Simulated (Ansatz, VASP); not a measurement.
# Tl2Ga in VASP and in Ansatz

```xyz
3
Lattice="5.5670 0.0000 0.0000 -2.7835 4.8211 0.0000 0.0000 0.0000 3.1803" Properties=species:S:1:pos:R:3 pbc="T T T"
Tl    0.0000    3.2141    1.5901
Tl    2.7835    1.6070    1.5901
Ga    0.0000    0.0000    0.0000
```

Alike in both runs: functional PBE; k mesh 12 × 12 × 14; occupations gaussian, width 0.1 eV; no spin polarisation.

Ansatz relaxed the structure, and its values are those at the end. VASP's run is a single point on that final structure, the one shown.

|  | VASP | Ansatz |
| --- | --- | --- |
| version | VASP 6.6.1 | Ansatz 0.2.0 |
| potentials or method | VASP PAW PBE potentials, release 64 (Tl_d, Ga_d), cutoff 520 eV | scalar-relativistic, plane waves, PAW |
| valence electrons in the cell | 39 | 39 |

|  | VASP | Ansatz | Ansatz less VASP |
| --- | --- | --- | --- |
| gap on the k mesh at the Fermi level (eV) | none | none | - |
| pressure (GPa) | 0.0 | 0.0 | 0.00 |

A gap of «none» marks a metal or a gap that the smearing closes. With one functional, cell and mesh, what is left measures potentials, basis and numerics.

Spin-orbit coupling is off throughout.
